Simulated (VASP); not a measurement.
Input of a VASP 6.6.1 run:

INCAR

```
SYSTEM = Zr7B
ALGO = Fast
EDIFF = 1E-6
ENCUT = 520
GGA = PE
ISIF = 2
ISMEAR = 0
LASPH = .True.
LCHARG = .False.
LREAL = .False.
LWAVE = .False.
NBANDS = 54
NELM = 60
PREC = Accurate
SIGMA = 0.1
```

Contents of KPOINTS:

```
k-points
0
Gamma
  12 12 2
  0 0 0
```

Contents of POSCAR:

```
Zr7B
1.0
    3.3060164714      0.0000000000      0.0000000000
   -1.6530082357      2.8630942496      0.0000000000
    0.0000000000      0.0000000000     18.3263313417
Zr B
7 1
Direct
    0.6666666667      0.3333333333      0.9258060343
    0.3333333333      0.6666666667      0.0741939657
    0.6666666667      0.3333333333      0.2238935134
    0.3333333333      0.6666666667      0.3603878774
    0.3333333333      0.6666666667      0.7761064866
    0.6666666667      0.3333333333      0.6396121226
    0.0000000000      0.0000000000      0.5000000000
    0.0000000000      0.0000000000      0.0000000000
```

Potentials or basis: VASP PAW PBE potentials, release 64 (Zr_sv, B).

Launch:

```console
$ cat potpaw_PBE.64/Zr_sv/POTCAR potpaw_PBE.64/B/POTCAR > POTCAR
$ mpirun -np 1 vasp_std > vasp.out
```

Q: What does it give for the band gap on the k mesh?

A: Zero (an odd number of electrons rules out a gap without spin polarisation).

Q: Estimate the pressure.

A: 0.0 GPa.

Forces on the atoms (eV/Å):
```
Zr   0.000  0.000 -0.016
Zr   0.000  0.000  0.016
Zr   0.000  0.000  0.000
Zr   0.000  0.000  0.001
Zr   0.000  0.000  0.000
Zr   0.000  0.000 -0.001
Zr   0.000  0.000  0.000
B    0.000  0.000  0.000
```
